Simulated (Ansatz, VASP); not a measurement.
This is a calculation of Co for VASP 6.6.1.

Contents of INCAR:

```
SYSTEM = Co
ALGO = Normal
EDIFF = 1E-6
ENCUT = 600
GGA = PE
GGA_COMPAT = .FALSE.
ISIF = 2
ISMEAR = -1
ISPIN = 2
LASPH = .TRUE.
LCHARG = .FALSE.
LMAXMIX = 4
LORBIT = 11
LREAL = .FALSE.
LWAVE = .FALSE.
MAGMOM = 2 2
NBANDS = 28
NELM = 200
PREC = Accurate
SIGMA = 0.05
```

KPOINTS

```
k-points
0
G
  12 12 7
  0 0 0
```

File POSCAR:

```
Co
1.0
    2.4873648738      0.0000000000      0.0000000000
   -1.2436824369      2.1541211692      0.0000000000
    0.0000000000      0.0000000000      4.0632895034
Co
2
Direct
    0.3333333333      0.6666666667      0.7401390000
    0.6666666667      0.3333333333      0.2598610000
```

Potentials or basis: VASP PAW PBE potentials, release 64 (Co_sv).

Launch:

```console
$ cat potpaw_PBE.64/Co_sv/POTCAR > POTCAR
$ mpirun -np 1 vasp_std > vasp.out
```

**Question.** Translate it to Ansatz 0.2.0. Potentials there: Ansatz PAW.

**Answer.** As run (the cutoff follows the program's own potentials):

The input input.yaml:

```yaml
crystal:
  lattice:
    - [2.4873648738, 0.0, 0.0]
    - [-1.2436824369, 2.1541211692, 0.0]
    - [0.0, 0.0, 4.0632895034]
  atoms:
    - { symbol: Co, position: [0.3333333333, 0.6666666667, 0.740139], spin: 2.0 }
    - { symbol: Co, position: [0.6666666667, 0.3333333333, 0.259861], spin: 2.0 }
hamiltonian:
  xc: pbe
  pseudopotentials: { kind: paw }
magnetization:
  spin_polarized: true
kpoints:
  mp_grid: { grid: [12, 12, 7] }
scf:
  occupations: { method: fermi_dirac, width: 0.05 }
output:
  forces: true
  stress: true
  eigenvalues: true
```

Potentials or basis: Ansatz PAW.

The run is started by

```sh
$ ansatz run input.yaml --threads 2 --pin off --max-ram 5120MiB --backend cpu --events-out ev --progress --plain --runs-dir out
```

Both were run:

|  | VASP | Ansatz | Ansatz less VASP |
| --- | --- | --- | --- |
| gap on the k mesh at the Fermi level (eV) | none | none | - |
| pressure (GPa) | -3.1 | 0.8 | +3.92 |
| traceless stress, the component that is largest in VASP (GPa) | -1.91 | -1.91 | +0.001 |
| rms of the force components (eV/Å) | 0.285 | 0.285 | -0.0007 |
| net moment per atom (μB) | 1.64 | 1.64 | +0.001 |
| size of the moment on the site where the two differ most (μB) | 1.71 | 1.71 | +0.008 |

Site moments also hang on the region over which each program counts them. Atom by atom the forces differ by 0.001 eV/Å (rms over components). A gap of «none» marks a metal or a gap that the smearing closes.
